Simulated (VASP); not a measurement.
Write the native input for VASP 6.6.1 that does the following.

* Task: single point
* Functional: PBE
* Potentials or basis: VASP PAW PBE potentials, release 64 (Se, Ca_sv)
* Cutoff: 520 eV
* k mesh: 8 × 8 × 8
* Occupations: fermi-dirac, width 0.05 eV
* Spin: no spin polarisation
* Dipole correction: no
* Further INCAR settings: ALGO = Normal; EDIFF = 1e-07; NBANDS = 15

The structure of CaSe lies in POSCAR:

```
CaSe
1.0
    0.0000000000      3.0139755031      3.0139755031
    3.0139755031      0.0000000000      3.0139755031
    3.0139755031      3.0139755031      0.0000000000
Se Ca
1 1
Direct
    0.5000000000      0.5000000000      0.5000000000
    0.0000000000      0.0000000000      0.0000000000
```

These files were run (other wordings do the same):

INCAR

```
ALGO = Normal ; EDIFF = 1E-7
ENCUT = 520 ; GGA = PE
ISIF = 2 ; ISMEAR = -1
LASPH = T ; LCHARG = F
LREAL = F ; LWAVE = F
NBANDS = 15 ; NELM = 60
PREC = Accurate ; SIGMA = 0.05
```

KPOINTS

```
k-points
0
Gamma
  8 8 8
```

Potentials or basis: VASP PAW PBE potentials, release 64 (Se, Ca_sv).

Command:

```console
$ cat potpaw_PBE.64/Se/POTCAR potpaw_PBE.64/Ca_sv/POTCAR > POTCAR
$ mpirun -np 1 vasp_std > vasp.out
```

Results of the run:

| Quantity | Value |
| --- | --- |
| Pressure | -1.4 GPa |
| Band gap on the k mesh | 2.15 eV, indirect (least direct gap 3.03 eV) |

Run time: 8.6 s on 1 thread of Intel(R) Xeon(R) 6975P-C (Granite Rapids) (shared host), peak memory 0.18 GiB.
